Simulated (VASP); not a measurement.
# Rh12N in VASP: single point with PBE

Aim: the single point of Rh12N with PBE.

Everything below comes from runs of VASP 6.6.1. Logs are shortened: lines on timing, memory, paths and dates and some standing lists are left out, and cuts for length are marked.

## Step 1: The cell of the first run

The cell holds a slab with vacuum, 13 atoms: a = 5.417 Å, b = 5.417 Å, c = 19.174 Å, α = 90.00°, β = 90.00°, γ = 90.00°.

## Step 2: Single point, PBE

File INCAR:

```
SYSTEM = Rh12N
  PREC = Accurate
  ENCUT = 520
  EDIFF = 1E-7
  ISMEAR = 0
  SIGMA = 0.1
  LREAL = .False.
  LASPH = .True.
  NELM = 100
  ALGO = Normal
  ISIF = 2
  LWAVE = .False.
  LCHARG = .False.
  LDIPOL = .True.
  IDIPOL = 3
  DIPOL = 0.5 0.5 0.315
  GGA = PE
  NBANDS = 104
```

File KPOINTS:

```
Automatic mesh
0
Gamma
  5 5 1
  0 0 0
```

File POSCAR:

```
Rh12N
1.0
    5.4165863246      0.0000000000      0.0000000000
    0.0000000000      5.4165863246      0.0000000000
    0.0000000000      0.0000000000     19.1737394151
Rh N
12 1
Direct
    0.2500000000      0.2500000000      0.2086186692
    0.2500000000      0.7500000000      0.2086186692
    0.7500000000      0.2500000000      0.2086186692
    0.7500000000      0.7500000000      0.2086186692
    0.0000000000      0.0000000000      0.3044995950
    0.0000000000      0.5000000000      0.3044995950
    0.5000000000      0.0000000000      0.3044995950
    0.5000000000      0.5000000000      0.3044995950
    0.2500000000      0.2500000000      0.4002213261
    0.2500000000      0.7500000000      0.4002213261
    0.7500000000      0.2500000000      0.4002213261
    0.7500000000      0.7500000000      0.4002213261
    0.5000000000      0.5000000000      0.4382439658
```

Potentials or basis: VASP PAW PBE potentials, release 64 (Rh_pv, N).

Started as:

```console
$ cat potpaw_PBE.64/Rh_pv/POTCAR potpaw_PBE.64/N/POTCAR > POTCAR
$ mpirun -np 1 vasp_std > vasp.out
```

OUTCAR:

```text
SYSTEM = Rh12N
   PREC = Accurate
   ENCUT = 520
   EDIFF = 1E-7
   ISMEAR = 0
   LREAL = .False.
   LASPH = .True.
   NELM = 100
   ISIF = 2
   GGA = PE

 ion  position               nearest neighbor table
   1  0.250  0.250  0.209-   5 2.65   6 2.65   7 2.65   8 2.65   2 2.71   3 2.71   2 2.71   3 2.71

   2  0.250  0.750  0.209-   5 2.65   6 2.65   7 2.65   8 2.65   1 2.71   4 2.71   1 2.71   4 2.71

   3  0.750  0.250  0.209-   5 2.65   6 2.65   7 2.65   8 2.65   1 2.71   4 2.71   4 2.71   1 2.71

   4  0.750  0.750  0.209-   5 2.65   6 2.65   7 2.65   8 2.65   2 2.71   3 2.71   3 2.71   2 2.71

   5  0.000  0.000  0.304-   9 2.65  10 2.65  11 2.65  12 2.65   1 2.65   2 2.65   3 2.65   4 2.65
                             6 2.71   7 2.71   6 2.71   7 2.71
   6  0.000  0.500  0.304-   9 2.65  10 2.65  11 2.65  12 2.65   1 2.65   2 2.65   3 2.65   4 2.65
                             5 2.71   8 2.71   5 2.71   8 2.71
   7  0.500  0.000  0.304-   9 2.65  10 2.65  11 2.65  12 2.65   1 2.65   2 2.65   3 2.65   4 2.65
                             5 2.71   8 2.71   8 2.71   5 2.71
   8  0.500  0.500  0.304-  13 2.56  10 2.65  11 2.65  12 2.65   9 2.65   2 2.65   3 2.65   4 2.65
                             1 2.65   7 2.71   6 2.71   7 2.71   6 2.71
   9  0.250  0.250  0.400-  13 2.05   6 2.65   7 2.65   8 2.65   5 2.65  11 2.71  10 2.71  10 2.71
                            11 2.71
  10  0.250  0.750  0.400-  13 2.05   6 2.65   7 2.65   8 2.65   5 2.65  12 2.71   9 2.71   9 2.71
                            12 2.71
  11  0.750  0.250  0.400-  13 2.05   6 2.65   7 2.65   8 2.65   5 2.65  12 2.71   9 2.71  12 2.71
                             9 2.71
  12  0.750  0.750  0.400-  13 2.05   6 2.65   7 2.65   8 2.65   5 2.65  11 2.71  10 2.71  11 2.71
                            10 2.71
  13  0.500  0.500  0.438-   9 2.05  10 2.05  11 2.05  12 2.05   8 2.56

  LATTYP: Found a simple tetragonal cell.
 ALAT       =     5.4165863246
 C/A-ratio  =     3.5398197806

  Lattice vectors:

 A1 = (   5.4165863246,   0.0000000000,   0.0000000000)
 A2 = (   0.0000000000,   5.4165863246,   0.0000000000)
 A3 = (   0.0000000000,   0.0000000000,  19.1737394151)

Analysis of symmetry for initial positions (statically):
=====================================================================
 Subroutine PRICEL returns:
 Original cell was already a primitive cell.

 Routine SETGRP: Setting up the symmetry group for a
 simple tetragonal supercell.

 Subroutine GETGRP returns: Found  8 space group operations
 (whereof  8 operations were pure point group operations)
 out of a pool of 16 trial point group operations.

The static configuration has the point symmetry C_4v.

Analysis of symmetry for dynamics (positions and initial velocities):
=====================================================================
 Subroutine PRICEL returns:
[... 138 lines left out ...]
   LHFCALC =     F    Hartree Fock is set to
   AEXX    =    0.0000 exact exchange contribution
   IVDW    =     0    specifies the selected vdW correction
   LEPSILON=     F    determine dielectric tensor
   LRPA    =     F    only Hartree local field effects (RPA)
 non-spin polarized calculation
 Gauss-broadening in eV      SIGMA  =   0.10
  energy-cutoff  :      520.00
  volume of cell :      562.55
 maximum number of plane-waves:     15180
   NGX = 21   NGY = 21   NGZ = 71

 dipolmoment           0.000000      0.000000     -0.273006 electrons x Angstroem

 number of electron     185.0000092 magnetization

 dipolmoment           0.000000      0.000000      0.040082 electrons x Angstroem

 Free energy of the ion-electron system (eV)
  ---------------------------------------------------
  ext. energy  EPLUGINS =         0.00000000
  ---------------------------------------------------
  free energy    TOTEN  =       -87.25527368 eV

  energy without entropy =      -87.15927315  energy(sigma->0) =      -87.20727341

 E-fermi :   0.0254     XC(G=0):  -5.2272

 val. band max:        0.0163634118   @ k =   0.2000   0.2000   0.0000
 cond. band min:       0.0355134983   @ k =   0.2000   0.0000   0.0000
 fundamental gap:      0.0191500865
 Fermi energy:         0.0253707619

 k-point     1 :       0.0000    0.0000    0.0000
  band No.  band energies     occupation
      1     -47.0325      2.00000
      2     -47.0325      2.00000
      3     -47.0215      2.00000
      4     -46.9979      2.00000
      5     -46.9979      2.00000
      6     -46.9321      2.00000
[... 631 lines left out ...]
    103       1.0384      0.00000
    104       1.5473      0.00000

------------------------ aborting loop because EDIFF is reached ----------------------------------------

 vacuum level on the upper side and lower side of the slab       (xc-potential included)         0.060        -0.163

  FORCE on cell =-STRESS in cart. coord.  units (eV):
  Direction    XX          YY          ZZ          XY          YZ          ZX
  --------------------------------------------------------------------------------------
  -------------------------------------------------------------------------------------
  Total       -6.7209070     -6.7209070      5.2087984      0.0000000      0.0000000     -0.0000000
  in kB      -19.1416915    -19.1416915     14.8350827      0.0000000      0.0000000     -0.0000000
  external PRESSURE =      -7.8161001 kB  Pullay stress =       0.0000000 kB

 VOLUME and BASIS-vectors are now :
 -----------------------------------------------------------------------------
  energy-cutoff  :      520.00
  volume of cell :      562.55
      direct lattice vectors                 reciprocal lattice vectors
     5.416586325  0.000000000  0.000000000     0.184618123  0.000000000  0.000000000
     0.000000000  5.416586325  0.000000000     0.000000000  0.184618123  0.000000000
     0.000000000  0.000000000 19.173739415     0.000000000  0.000000000  0.052154667

 POSITION                                       TOTAL-FORCE (eV/Angst)
 -----------------------------------------------------------------------------------
      1.35415      1.35415      4.00000         0.006433      0.006433      0.087343
      1.35415      4.06244      4.00000         0.006433     -0.006433      0.087343
      4.06244      1.35415      4.00000        -0.006433      0.006433      0.087343
      4.06244      4.06244      4.00000        -0.006433     -0.006433      0.087343
      0.00000      0.00000      5.83840        -0.000000      0.000000     -0.365366
      0.00000      2.70829      5.83840        -0.000000      0.000000     -0.930180
      2.70829      0.00000      5.83840        -0.000000      0.000000     -0.930180
      2.70829      2.70829      5.83840        -0.000000      0.000000     -1.375635
      1.35415      1.35415      7.67374         0.178017      0.178017      0.810941
      1.35415      4.06244      7.67374         0.178017     -0.178017      0.810941
      4.06244      1.35415      7.67374        -0.178017      0.178017      0.810941
      4.06244      4.06244      7.67374        -0.178017     -0.178017      0.810941
      2.70829      2.70829      8.40278        -0.000000      0.000000      0.008223
 -----------------------------------------------------------------------------------
    total drift:                                0.000000      0.000000     -0.000158

  FREE ENERGIE OF THE ION-ELECTRON SYSTEM (eV)
  ---------------------------------------------------
  free  energy   TOTEN  =       -87.2552736764 eV

  energy  without entropy=      -87.1592731525  energy(sigma->0) =      -87.20727341

 vacuum level on the upper side and lower side of the slab         5.275         5.008
```

OSZICAR:

```text
N       E                     dE             d eps       ncg     rms          rms(c)
DAV:   1     0.183534549209E+04    0.18353E+04   -0.11633E+05  1632   0.166E+03
DAV:   2    -0.173462515612E+02   -0.18527E+04   -0.18132E+04  1368   0.474E+02
DAV:   3    -0.906657098742E+02   -0.73319E+02   -0.68435E+02  1672   0.878E+01
DAV:   4    -0.939123207615E+02   -0.32466E+01   -0.31354E+01  1568   0.148E+01
[... 21 lines left out ...]
DAV:  26    -0.872552647870E+02   -0.21498E-04   -0.15913E-06  1200   0.175E-03    0.118E-03
DAV:  27    -0.872552716110E+02   -0.68240E-05   -0.41564E-07   944   0.121E-03    0.560E-04
DAV:  28    -0.872552731544E+02   -0.15434E-05   -0.78471E-08   840   0.676E-04    0.190E-04
DAV:  29    -0.872552735877E+02   -0.43327E-06   -0.21597E-08   776   0.267E-04    0.136E-04
DAV:  30    -0.872552736764E+02   -0.88676E-07   -0.70014E-09   696   0.177E-04
   1 F= -.87255274E+02 E0= -.87207273E+02  d E =-.960005E-01
```

Wall time 12 min (1 thread of AMD EPYC 7R43 (Zen 3), shared host); peak memory 0.58 GiB.

Results:

```
Free energy   : -87.2553 eV
Largest force : 1.376 eV/Å
```

Forces on the atoms (eV/Å):
```
Rh   0.006  0.006  0.087
Rh   0.006 -0.006  0.087
Rh  -0.006  0.006  0.087
Rh  -0.006 -0.006  0.087
Rh   0.000  0.000 -0.365
Rh   0.000  0.000 -0.930
Rh   0.000  0.000 -0.930
Rh   0.000  0.000 -1.376
Rh   0.178  0.178  0.811
Rh   0.178 -0.178  0.811
Rh  -0.178  0.178  0.811
Rh  -0.178 -0.178  0.811
N    0.000  0.000  0.008
```
